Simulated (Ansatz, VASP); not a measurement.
This is a calculation of Hf for VASP 6.6.1.

INCAR

```
PREC = Accurate
ENCUT = 520
EDIFF = 1E-7
ISMEAR = -1
SIGMA = 0.05
LREAL = False
LASPH = True
NELM = 60
ALGO = Normal
ISIF = 2
LWAVE = False
LCHARG = False
NBANDS = 17
```

KPOINTS

```
regular mesh
0
Gamma
  10 10 5
```

Contents of POSCAR:

```
Hf
1.0
    3.2593963094      0.0000000000      0.0000000000
   -1.6296981547      2.8227200050      0.0000000000
    0.0000000000      0.0000000000      5.1569977332
Hf
2
Direct
    0.6666666667      0.3333333333      0.7500000000
    0.3333333333      0.6666666667      0.2500000000
```

Potentials or basis: VASP PAW LDA potentials, release 64 (Hf_pv).

Launch:

```console
$ cat potpaw_LDA.64/Hf_pv/POTCAR > POTCAR
$ mpirun -np 1 vasp_std > vasp.out
```

**Question.** Translate it to Ansatz 0.2.0. Potentials there: Ansatz PAW.

**Answer.** As run (the cutoff follows the program's own potentials):

The input input.yaml:

```yaml
crystal:
  lattice:
    - [3.2593963094, 0.0, 0.0]
    - [-1.6296981547, 2.822720005, 0.0]
    - [0.0, 0.0, 5.1569977332]
  atoms:
    - { symbol: Hf, position: [0.6666666667, 0.3333333333, 0.75] }
    - { symbol: Hf, position: [0.3333333333, 0.6666666667, 0.25] }
hamiltonian:
  xc: lda
  pseudopotentials: { kind: paw }
kpoints:
  mp_grid: { grid: [10, 10, 5] }
scf:
  occupations: { method: fermi_dirac, width: 0.05 }
output:
  forces: true
  stress: true
  eigenvalues: true
```

Potentials or basis: Ansatz PAW.

Launch:

```bash
$ ansatz run input.yaml --threads 2 --pin off --max-ram 5632MiB --backend cpu --events-out ev --progress --plain --runs-dir out
```

Both were run:

|  | VASP | Ansatz | Ansatz less VASP |
| --- | --- | --- | --- |
| gap on the k mesh at the Fermi level (eV) | none | none | - |
| pressure (GPa) | -12.7 | -12.6 | +0.03 |
| traceless stress, the component that is largest in VASP (GPa) | -0.49 | -0.49 | +0.005 |

LDA's correlation is that of Perdew and Zunger in VASP and of Perdew and Wang (1992) in Ansatz. A gap of «none» marks a metal or a gap that the smearing closes. VASP's potentials hold 20 valence electrons a cell and Ansatz's 52, so a difference there can come from the potentials and not from the codes.

Neither program's run includes spin-orbit coupling.
